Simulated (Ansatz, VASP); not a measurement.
Two plane-wave programs on BaTiO3

The input INCAR:

```
SYSTEM = BaTiO3
PREC = Accurate
ENCUT = 520
EDIFF = 1E-6
ISMEAR = 0
SIGMA = 0.01
LREAL = .False.
LASPH = .True.
NELM = 80
ALGO = Normal
ISIF = 2
LWAVE = .False.
LCHARG = .True.
GGA = PE
LELF = .True.
LVHAR = .True.
NBANDS = 28
```

KPOINTS

```
regular mesh
0
Gamma
  4 4 4
  0 0 0
```

Contents of POSCAR:

```
BaTiO3
1.0
    3.9738700000      0.0491400000     -0.0376400000
    0.0491400000      4.2095200000     -0.0094600000
   -0.0378100000     -0.0095100000      3.9934200000
Ba Ti O
1 1 3
Direct
    0.0135340528      0.9970013417      0.0282073095
    0.5262100000      0.5032200000      0.4668900000
    0.4648300000      0.5315200000      0.0142500000
    0.4559600000      0.9838900000      0.4934600000
    0.0050800000      0.4811500000      0.5275000000
```

Input for Ansatz:

```yaml
crystal:
  lattice:
    - [3.97387, 0.04914, -0.03764]
    - [0.04914, 4.20952, -0.00946]
    - [-0.03781, -0.00951, 3.99342]
  atoms:
    - { symbol: Ba, position: [0.013534052760685474, 0.9970013416638964, 0.028207309533696098] }
    - { symbol: Ti, position: [0.52621, 0.50322, 0.46689] }
    - { symbol: O, position: [0.46483, 0.53152, 0.01425] }
    - { symbol: O, position: [0.45596, 0.98389, 0.49346] }
    - { symbol: O, position: [0.00508, 0.48115, 0.5275] }
basis:
  ecutwfc: 540.0
  xc_grid: 2
kpoints:
  mp_grid:
    grid: [4, 4, 4]
hamiltonian:
  xc: pbe
scf:
  convergence:
    dr2_threshold: 1.0e-09
  occupations:
    method: fixed
output:
  forces: true
  stress: true
```

Alike in both runs: task single point; functional PBE; k mesh 4 × 4 × 4; no spin polarisation.

|  | VASP | Ansatz |
| --- | --- | --- |
| version | VASP 6.6.1 | Ansatz 0.2.0 |
| potentials or method | VASP PAW PBE potentials, release 64 (Ba_sv, Ti_sv, O), cutoff 520 eV | plane waves, PAW |
| occupations | gaussian, width 0.01 eV | fixed |
| valence electrons in the cell | 40 | 40 |

|  | VASP | Ansatz | Ansatz less VASP |
| --- | --- | --- | --- |
| pressure (GPa) | 1.7 | -0.1 | -1.72 |
| traceless stress, the component that is largest in VASP (GPa) | -5.85 | -5.47 | +0.377 |
| rms of the force components (eV/Å) | 0.809 | 0.771 | -0.0375 |

Atom by atom the forces differ by 0.072 eV/Å (rms over components). Ansatz's warnings: stress scf threshold loose.

Spin-orbit coupling is off throughout.
